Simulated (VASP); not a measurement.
Wanted: the native input for a VASP 6.6.1 run.

```yaml
Task: single point
Functional: PBE
Potentials_or_basis: VASP PAW PBE potentials, release 64 (Ba_sv, O, Zn)
Cutoff: 520 eV
k_mesh: 1 × 1 × 1
Occupations: fermi-dirac, width 0.2111 eV
Spin: no spin polarisation
Dipole_correction: no
Further_INCAR_settings: LREAL = Auto; ALGO = Normal; EDIFF = 1e-06; NBANDS = 108; ISYM = 0
```

The structure of Ba8Zn3O11 lies in POSCAR:

```
Ba8Zn3O11
1.0
    7.5350960000     -0.0410920000      0.1399040000
   -0.0410920000      7.6639600000     -0.3067190000
    0.1399040000     -0.3067190000      7.2967150000
Ba O Zn
8 11 3
Direct
    0.3296620238      0.1323377596      0.7343751907
    0.6556568143      0.6165137920      0.6872766009
    0.8403571812      0.1133814644      0.5253605106
    0.4157922087      0.5877667499      0.0184505269
   -0.0305995811      0.8023798664      0.1845063366
    0.6751303312      0.0312360172      0.9272693597
    0.0223453149      0.3297995431      1.0113794478
    0.3703820809      0.0768404653      0.2395499202
    0.5492744706      0.9510879723      0.6230503804
    0.9357099900      0.8903491185      0.7662513091
    0.1476791333      0.9431706766      0.4651355391
    0.1259199733      0.5499718667      0.1978882433
    0.7385127691      0.5998627541      0.0229010471
    0.1982510528      0.5029218120      0.7123266511
    0.3351718627      0.8624390355      0.9315901134
    0.4949834347      0.4159749294      0.3098091747
    0.6937435610      0.3311663053      0.7878970878
    0.7976901234      0.2282924638      0.2119191440
    0.5848794434      0.8650379170      0.2197748701
    0.1394890008      0.7928002238      0.6775984567
    0.6979984750      0.4269323388      0.2186927242
    0.2619239991      0.5038107996      0.4526254800
```

These files were run (other wordings do the same):

INCAR

```
PREC = Accurate ; ENCUT = 520
EDIFF = 1E-6 ; ISMEAR = -1
SIGMA = 0.2111 ; LREAL = Auto
LASPH = True ; NELM = 60
ALGO = Normal ; ISIF = 2
LWAVE = False ; LCHARG = False
GGA = PE ; NBANDS = 108
ISYM = 0
```

KPOINTS

```
Automatic mesh
0
Gamma
  1 1 1
```

Potentials or basis: VASP PAW PBE potentials, release 64 (Ba_sv, O, Zn).

Run with:

```console
$ cat potpaw_PBE.64/Ba_sv/POTCAR potpaw_PBE.64/O/POTCAR potpaw_PBE.64/Zn/POTCAR > POTCAR
$ mpirun -np 1 vasp_gam > vasp.out
```

It gave:

| Item | Value |
| --- | --- |
| Pressure | 11.1 GPa |
| Largest force | 7.807 eV/Å |
| Band gap on the k mesh | 0.69 eV |

Caveat: the k points lie up to 0.86 Å⁻¹ apart; spin-orbit coupling is left out, which moves the levels of the heavy elements.

Run time: 70 s on 1 thread of AMD EPYC 9R45 96-Core Processor (Zen 5), on a shared host, peak memory 0.38 GiB.
